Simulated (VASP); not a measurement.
Wanted: the native input for a VASP 6.6.1 run.

```yaml
Task: relaxation of cell and atoms
Functional: LDA
Potentials_or_basis: VASP PAW LDA potentials, release 64 (Te, Pb_d)
Cutoff: 500 eV
k_mesh: 10 × 10 × 10
Occupations: gaussian, width 0.02 eV
Spin: no spin polarisation
Dipole_correction: no
Further_INCAR_settings: ALGO = Normal; EDIFF = 1e-07; IBRION = 2; EDIFFG = -0.002; NSW = 100; ISIF = 3
```

The structure of TePb (l) lies in POSCAR:

```
TePb
1.0
    0.0000000000      3.1904240910      3.1904240910
    3.1904240910      0.0000000000      3.1904240910
    3.1904240910      3.1904240910      0.0000000000
Te Pb
1 1
Direct
    0.0000000000      0.0000000000      0.0000000000
    0.5000000000      0.5000000000      0.5000000000
```

One way to write it, as run:

INCAR

```
SYSTEM = TePb
PREC = Accurate ; ENCUT = 500
EDIFF = 1E-7 ; ISMEAR = 0
SIGMA = 0.02 ; LREAL = .False.
LASPH = .True. ; NELM = 120
ALGO = Normal ; ISIF = 3
LWAVE = .False. ; LCHARG = .False.
IBRION = 2 ; NSW = 100
EDIFFG = -0.002 ; GGA_COMPAT = .False.
NELMIN = 4
```

KPOINTS

```
regular mesh
0
Gamma
  10 10 10
  0 0 0
```

Potentials or basis: VASP PAW LDA potentials, release 64 (Te, Pb_d).

Command:

```console
$ cat potpaw_LDA.64/Te/POTCAR potpaw_LDA.64/Pb_d/POTCAR > POTCAR
$ mpirun -np 1 vasp_std > vasp.out
```

Results of the run:

* Relaxed volume: 32.51 Å³/atom
* Relaxed cell: a = 4.514 Å, b = 4.514 Å, c = 4.514 Å, α = 60.00°, β = 60.00°, γ = 60.00°
* Space group after relaxing (to 0.05 Å): Fm-3m (No. 225)
* Energy gained by relaxing: 0.0 meV/atom
* Ionic steps: 4
* Pressure after relaxing: 0.0 GPa
* Band gap on the k mesh: 0.56 eV, direct

Caveat: spin-orbit coupling is left out, which moves the levels of the heavy elements.

It took 70 s on 1 thread of Intel(R) Xeon(R) Platinum 8259CL CPU @ 2.50GHz (Skylake/Cascade Lake), on a shared host, peak memory 0.19 GiB.
